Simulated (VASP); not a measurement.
A run of VASP 6.6.1 is set up as follows.

The input INCAR:

```
ALGO = Normal ; EDIFF = 1E-6
ENCUT = 600 ; GGA = PS
GGA_COMPAT = F ; ISIF = 2
ISMEAR = -1 ; LASPH = T
LCHARG = T ; LELF = T
LREAL = F ; LVHAR = T
LWAVE = F ; NBANDS = 11
NELM = 120 ; PREC = Accurate
SIGMA = 0.08
```

KPOINTS

```
k-points
0
Gamma
  17 17 17
```

Contents of POSCAR:

```
SiC
1.0
    0.0000000000      1.7382006168      1.7382006168
    1.7382006168      0.0000000000      1.7382006168
    1.7382006168      1.7382006168      0.0000000000
Si C
1 1
Direct
    0.0000000000      0.0000000000      0.0000000000
    0.5000000000      0.5000000000      0.5000000000
```

Potentials or basis: VASP PAW PBE potentials, release 64 (Si, C).

Launch:

```bash
$ cat potpaw_PBE.64/Si/POTCAR potpaw_PBE.64/C/POTCAR > POTCAR
$ mpirun -np 1 vasp_std > vasp.out
```

(1) What does it give for the band gap on the k mesh?

(2) What does it give for the pressure?

Answers

(1) zero (bands 4 and 5 overlap by 0.16 eV).

(2) 293.5 GPa.

Caveat: the cell stands under pressure; semilocal functionals underestimate gaps, so a narrow gap can read as zero; the PAW data sets were made with another functional, which shifts forces and pressure a little.
